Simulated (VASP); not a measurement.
ZrB: single point with PBE

ZrB:

```
Zr B
1.0
     0.00000    2.55089    2.55089
     2.55089    0.00000    2.55089
     2.55089    2.55089    0.00000
Zr B
1 1
Direct
  0.50000 0.50000 0.50000
  0.00000 0.00000 0.00000
```

```yaml
Program: VASP 6.6.1
Task: single point
Functional: PBE
Potentials_or_basis: VASP PAW PBE potentials, release 64 (Zr_sv, B)
Cutoff: 500 eV
k_mesh: 8 × 8 × 8
Occupations: methfessel-paxton, width 0.1 eV
Spin: no spin polarisation
Dipole_correction: no
Further_INCAR_settings: ALGO = Normal; EDIFF = 1e-06; NBANDS = 14
```

```json
{
 "Pressure": "-14.9 GPa"
}
```

Levels at points of the mesh, in eV from the Fermi level:
```tsv
k point	band 6	band 7	band 8	band 9	band 10	band 11
(0.00, 0.00, 0.00)	1.57	1.57	1.57	2.72	2.72	3.13
(0.50, 0.00, 0.00)	-3.54	-1.03	-1.03	4.14	4.14	5.20
(0.50, 0.50, 0.00)	-1.01	-0.59	1.73	1.73	3.90	4.89
```

Wall time 15 s on 1 thread of AMD EPYC 7R43 64-Core Processor (Zen 3), with other jobs on the host, peak memory 0.13 GiB.
